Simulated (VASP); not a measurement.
# KF (Fm-3m) in VASP: further runs

The runs below take KF through relaxation of cell and atoms, with PBEsol.

Program: VASP 6.6.1. These are calculated values, not measurements. Logs are shortened: lines on timing, memory, paths and dates and some standing lists are left out, and cuts for length are marked.

### Step 1. The cell of the first run

Symmetry: Fm-3m, No. 225, cubic system. The conventional cell has a = 5.344 Å, b = 5.344 Å, c = 5.344 Å, α = 90.00°, β = 90.00°, γ = 90.00°. K (site symmetry m-3m) has 6 F at 2.67 Å within 3.5 Å. Within 3.5 Å of F (site symmetry m-3m) lie 6 K at 2.67 Å.

### Step 2. Relaxation of cell and atoms, PBEsol

Contents of INCAR:

```
PREC = Accurate
ENCUT = 600
EDIFF = 1E-6
ISMEAR = 0
SIGMA = 0.03
LREAL = F
LASPH = T
NELM = 80
ALGO = Normal
ISIF = 3
LWAVE = F
LCHARG = F
GGA = PS
IBRION = 2
NSW = 90
EDIFFG = -0.01
```

Contents of KPOINTS:

```
regular mesh
0
Gamma
  10 10 10
```

Contents of POSCAR:

```
KF
1.0
    0.0000000000      2.6718500000      2.6718500000
    2.6718500000      0.0000000000      2.6718500000
    2.6718500000      2.6718500000      0.0000000000
K F
1 1
Direct
    0.0000000000      0.0000000000      0.0000000000
    0.5000000000      0.5000000000      0.5000000000
```

Potentials or basis: VASP PAW PBE potentials, release 64 (K_sv, F).

On the command line:

```
cat potpaw_PBE.64/K_sv/POTCAR potpaw_PBE.64/F/POTCAR > POTCAR
mpirun -np 1 vasp_std > vasp.out
```

OUTCAR:

```text
PREC = Accurate
   ENCUT = 600
   EDIFF = 1E-6
   ISMEAR = 0
   LREAL = F
   LASPH = T
   NELM = 80
   ISIF = 3
   GGA = PS
   IBRION = 2
   NSW = 90
   EDIFFG = -0.01

 ion  position               nearest neighbor table
   1  0.000  0.000  0.000-   2 2.67   2 2.67   2 2.67   2 2.67   2 2.67   2 2.67
   2  0.500  0.500  0.500-   1 2.67   1 2.67   1 2.67   1 2.67   1 2.67   1 2.67

  LATTYP: Found a face centered cubic cell.
 ALAT       =     5.3437000000

  Lattice vectors:

 A1 = (   0.0000000000,   2.6718500000,   2.6718500000)
 A2 = (   2.6718500000,   0.0000000000,   2.6718500000)
 A3 = (   2.6718500000,   2.6718500000,   0.0000000000)

Analysis of symmetry for initial positions (statically):
=====================================================================
 Subroutine PRICEL returns:
 Original cell was already a primitive cell.

 Routine SETGRP: Setting up the symmetry group for a
 face centered cubic supercell.

 Subroutine GETGRP returns: Found 48 space group operations
 (whereof 48 operations were pure point group operations)
 out of a pool of 48 trial point group operations.

The static configuration has the point symmetry O_h .

Analysis of symmetry for dynamics (positions and initial velocities):
=====================================================================
 Subroutine PRICEL returns:
 Original cell was already a primitive cell.

 Routine SETGRP: Setting up the symmetry group for a
 face centered cubic supercell.

 Subroutine GETGRP returns: Found 48 space group operations
 (whereof 48 operations were pure point group operations)
 out of a pool of 48 trial point group operations.

The dynamic configuration has the point symmetry O_h .

 Subroutine INISYM returns: Found 48 space group operations
 (whereof 48 operations are pure point group operations),
 and found     1 'primitive' translations

----------------------------------------------------------------------------------------

                                     Primitive cell

  volume of cell :      38.1475

  direct lattice vectors                    reciprocal lattice vectors
     0.000000000  2.671850000  2.671850000    -0.187136254  0.187136254  0.187136254
     2.671850000  0.000000000  2.671850000     0.187136254 -0.187136254  0.187136254
     2.671850000  2.671850000  0.000000000     0.187136254  0.187136254 -0.187136254

  length of vectors
     3.778566507  3.778566507  3.778566507     0.324129500  0.324129500  0.324129500

[... 101 lines left out ...]
  volume/ion in A,a.u.               =      19.07       128.72
  Fermi-wavevector in a.u.,A,eV,Ry     =   1.225442  2.315750 20.431978  1.501708
  Thomas-Fermi vector in A             =   2.360480
   LORBIT       =      0    0 simple, 1 ext, 2 COOP (PROOUT), +10 PAW based schemes
   GGA     = PS    functional components
   LHFCALC =     F    Hartree Fock is set to
   AEXX    =    0.0000 exact exchange contribution
   IVDW    =     0    specifies the selected vdW correction
   LEPSILON=     F    determine dielectric tensor
   LRPA    =     F    only Hartree local field effects (RPA)
 conjugate gradient relaxation of ions
 non-spin polarized calculation
 Gauss-broadening in eV      SIGMA  =   0.03
  energy-cutoff  :      600.00
  volume of cell :       38.15
 maximum number of plane-waves:      1295
   NGX = 15   NGY = 15   NGZ = 15

--------------------------------------- Ionic step        1  -------------------------------------------

 number of electron      15.9999997 magnetization

 Free energy of the ion-electron system (eV)
  ---------------------------------------------------
  ext. energy  EPLUGINS =         0.00000000
  ---------------------------------------------------
  free energy    TOTEN  =        -8.52119321 eV

  energy without entropy =       -8.52119321  energy(sigma->0) =       -8.52119321

------------------------ aborting loop because EDIFF is reached ----------------------------------------

  FORCE on cell =-STRESS in cart. coord.  units (eV):
  Direction    XX          YY          ZZ          XY          YZ          ZX
  --------------------------------------------------------------------------------------
  -------------------------------------------------------------------------------------
  Total       -0.1464580     -0.1464580     -0.1464580      0.0000000      0.0000000     -0.0000000
  in kB       -6.1511653     -6.1511653     -6.1511653      0.0000000      0.0000000     -0.0000000
  external PRESSURE =      -6.1511653 kB  Pullay stress =       0.0000000 kB
[... 59 lines left out ...]
--------------------------------------- Ionic step        3  -------------------------------------------

 number of electron      16.0000002 magnetization

 Free energy of the ion-electron system (eV)
  ---------------------------------------------------
  ext. energy  EPLUGINS =         0.00000000
  ---------------------------------------------------
  free energy    TOTEN  =        -8.52270666 eV

  energy without entropy =       -8.52270666  energy(sigma->0) =       -8.52270666

 E-fermi :  -2.6829     XC(G=0):  -8.6956

 val. band max:       -2.8629082907   @ k =   0.0000   0.0000   0.0000
 cond. band min:       3.2587692864   @ k =   0.0000   0.0000   0.0000
 fundamental gap:      6.1216775771
 Fermi energy:        -2.6828998133

 k-point     1 :       0.0000    0.0000    0.0000
  band No.  band energies     occupation
      1     -28.7760      2.00000
      2     -21.4018      2.00000
      3     -12.0740      2.00000
      4     -12.0740      2.00000
      5     -12.0740      2.00000
      6      -2.8629      2.00000
      7      -2.8629      2.00000
      8      -2.8629      2.00000
      9       3.2588      0.00000
     10       7.8212      0.00000
     11       7.8212      0.00000
     12       7.8212      0.00000
[... 331 lines left out ...]
 k-point    24 :       0.4000    0.3000    0.0000
  band No.  band energies     occupation
      1     -28.6690      2.00000
      2     -21.4435      2.00000
      3     -12.4644      2.00000
      4     -12.2592      2.00000
      5     -12.2465      2.00000
      6      -3.2863      2.00000
      7      -2.9709      2.00000
      8      -2.9481      2.00000
      9       5.7497      0.00000
     10       6.3963      0.00000
     11       9.2631      0.00000
     12      10.2075      0.00000

 [... further k-points ...]

------------------------ aborting loop because EDIFF is reached ----------------------------------------

  FORCE on cell =-STRESS in cart. coord.  units (eV):
  Direction    XX          YY          ZZ          XY          YZ          ZX
  --------------------------------------------------------------------------------------
  -------------------------------------------------------------------------------------
  Total       -0.0155969     -0.0155969     -0.0155969     -0.0000000      0.0000000      0.0000000
  in kB       -0.6669361     -0.6669361     -0.6669361     -0.0000000      0.0000000      0.0000000
  external PRESSURE =      -0.6669361 kB  Pullay stress =       0.0000000 kB
[... 17 lines left out ...]
  FREE ENERGIE OF THE ION-ELECTRON SYSTEM (eV)
  ---------------------------------------------------
  free  energy   TOTEN  =        -8.5227066551 eV

  energy  without entropy=       -8.5227066551  energy(sigma->0) =       -8.52270666

 reached required accuracy - stopping structural energy minimisation
```

CONTCAR:

```text
KF
   1.00000000000000
     0.0000000000000000    2.6558979358661974    2.6558979358661974
     2.6558979358661974   -0.0000000000000000    2.6558979358661974
     2.6558979358661974    2.6558979358661974    0.0000000000000000
  K               F
     1     1
Direct
     0.0000000000000000    0.0000000000000000    0.0000000000000000
     0.5000000000000000    0.5000000000000000    0.5000000000000000

  0.00000000E+00  0.00000000E+00  0.00000000E+00
  0.00000000E+00  0.00000000E+00  0.00000000E+00
```

It took 97 s on 1 thread of AMD EPYC 7R43 (Zen 3), shared host; peak memory 0.15 GiB.

What came out:

- Free energy: -8.5227 eV
- Relaxed volume: 18.73 Å³/atom
- Relaxed cell: a = 3.756 Å, b = 3.756 Å, c = 3.756 Å, α = 60.00°, β = 60.00°, γ = 60.00°
- Space group after relaxing (to 0.1 Å): Fm-3m (No. 225)
- Energy gained by relaxing: 0.8 meV/atom
- Ionic steps: 3
- Pressure after relaxing: -0.1 GPa
- Band gap on the k mesh: 6.12 eV

The path:
```
step  energy change (eV)  largest force (eV/Å)  pressure (GPa)  volume (Å³)
   1              0.0000                0.0000           -0.62        38.15
   2             -0.0012                0.0000           -0.31        37.74
   3             -0.0015                0.0000           -0.07        37.47
```

Final structure:
```yaml
crystal:
  lattice:
    - [0.00000, 2.65590, 2.65590]
    - [2.65590, 0.00000, 2.65590]
    - [2.65590, 2.65590, 0.00000]
  atoms:
    - { symbol: K, position: [0.00000, 0.00000, 0.00000] }
    - { symbol: F, position: [0.50000, 0.50000, 0.50000] }
```

Caveat: the PAW data sets were made with another functional, which shifts forces and pressure a little.

### Step 3. Relaxation of cell and atoms, PBEsol

This run uses another cell than the first one, of 18.73 Å³/atom.

INCAR: that of step 2 with these lines changed.

```diff
@@ -2,3 +2,3 @@
 ENCUT = 600
-EDIFF = 1E-6
+EDIFF = 1E-7
 ISMEAR = 0
@@ -15,2 +15,2 @@
 NSW = 90
-EDIFFG = -0.01
+EDIFFG = -0.005
```

KPOINTS is that of step 2.

Contents of POSCAR:

```
KF                                      
1.0
    0.0000000000      2.6558979359      2.6558979359
    2.6558979359     -0.0000000000      2.6558979359
    2.6558979359      2.6558979359      0.0000000000
  K               F             
     1     1
Direct
     0.0000000000000000    0.0000000000000000    0.0000000000000000
     0.5000000000000000    0.5000000000000000    0.5000000000000000
```

Potentials or basis: VASP PAW PBE potentials, release 64 (K_sv, F).

On the command line:

```
cat potpaw_PBE.64/K_sv/POTCAR potpaw_PBE.64/F/POTCAR > POTCAR
mpirun -np 1 vasp_std > vasp.out
```

Wall time 75 s (1 thread of AMD EPYC 7R43 (Zen 3), shared host); peak memory 0.16 GiB.

The run converged. Its results:

* Free energy: -8.5217 eV
* Relaxed volume: 18.71 Å³/atom
* Relaxed cell: a = 3.755 Å, b = 3.755 Å, c = 3.755 Å, α = 60.00°, β = 60.00°, γ = 60.00°
* Space group after relaxing (to 0.1 Å): Fm-3m (No. 225)
* Energy gained by relaxing: 0.0 meV/atom
* Ionic steps: 2
* Pressure after relaxing: 0.0 GPa
* Band gap on the k mesh: 6.13 eV

Final structure:
```
K F
1.0
     0.00000    2.65497    2.65497
     2.65497    0.00000    2.65497
     2.65497    2.65497    0.00000
K F
1 1
Direct
  0.00000 0.00000 0.00000
  0.50000 0.50000 0.50000
```

Levels at points of the mesh, in eV from the valence-band top:
```tsv
k point	band 5	band 6	band 7	band 8	band 9	band 10	band 11	band 12
(0.00, 0.00, 0.00)	-9.21	0.00	0.00	0.00	6.13	10.69	10.69	10.69
(0.50, 0.00, 0.00)	-9.25	-0.83	-0.37	-0.37	9.05	10.60	12.14	12.14
(0.50, 0.50, 0.00)	-9.44	-0.20	-0.05	-0.05	8.11	10.34	11.81	13.70
```

Caveat: the PAW data sets were made with another functional, which shifts forces and pressure a little.
